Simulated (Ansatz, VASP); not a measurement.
**YS: VASP beside Ansatz**

```
Y S
1.0
     0.00000    2.74365    2.74365
     2.74365    0.00000    2.74365
     2.74365    2.74365    0.00000
Y S
1 1
Direct
  0.50000 0.50000 0.50000
  0.00000 0.00000 0.00000
```

Alike in both runs: task electric field gradients; functional LDA; k mesh 8 × 8 × 8; occupations fermi-dirac, width 0.01 eV; no spin polarisation.

|  | VASP | Ansatz |
| --- | --- | --- |
| version | VASP 6.6.1 | Ansatz 0.2.0 |
| potentials or method | VASP PAW LDA potentials, release 64 (Y_sv, S), cutoff 520 eV | all-electron PAW with datasets made for the crystal, scalar-relativistic |

|  | VASP | Ansatz | Ansatz less VASP |
| --- | --- | --- | --- |
| pressure (GPa) | -3.8 | -3.8 | -0.03 |

LDA's correlation is that of Perdew and Zunger in VASP and of Perdew and Wang (1992) in Ansatz. Ansatz ran all-electron here, and VASP with PAW potentials.
